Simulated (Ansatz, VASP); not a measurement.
One calculation of SiO2, two programs

```
Si O
1.0
     4.22990    0.00000    0.00000
     0.00000    4.22990    0.00000
     0.00000    0.00000    2.91680
Si O
2 4
Direct
  0.50000 0.50000 0.50000
  0.00000 0.00000 0.00000
  0.69443 0.69443 0.00000
  0.19443 0.80557 0.50000
  0.30557 0.30557 0.00000
  0.80557 0.19443 0.50000
```

Alike in both runs: task single point; functional LDA; k mesh 6 × 6 × 8; occupations gaussian, width 0.05 eV; no spin polarisation.

|  | VASP | Ansatz |
| --- | --- | --- |
| version | VASP 6.6.1 | Ansatz 0.2.0 |
| potentials or method | VASP PAW LDA potentials, release 64 (Si, O), cutoff 520 eV | scalar-relativistic, plane waves, PAW |
| valence electrons in the cell | 32 | 32 |

|  | VASP | Ansatz | Ansatz less VASP |
| --- | --- | --- | --- |
| gap on the k mesh at the Fermi level (eV) | 3.38 | 3.39 | +0.001 |
| least direct gap on the mesh (eV) | 3.38 | 3.39 | +0.001 |
| rms of the force components (eV/Å) | 0.001 | 0.003 | +0.0020 |

Ansatz warns that its potentials were made for another functional, while VASP's fit it. LDA's correlation is that of Perdew and Zunger in VASP and of Perdew and Wang (1992) in Ansatz. Atom by atom the forces differ by 0.002 eV/Å (rms over components).
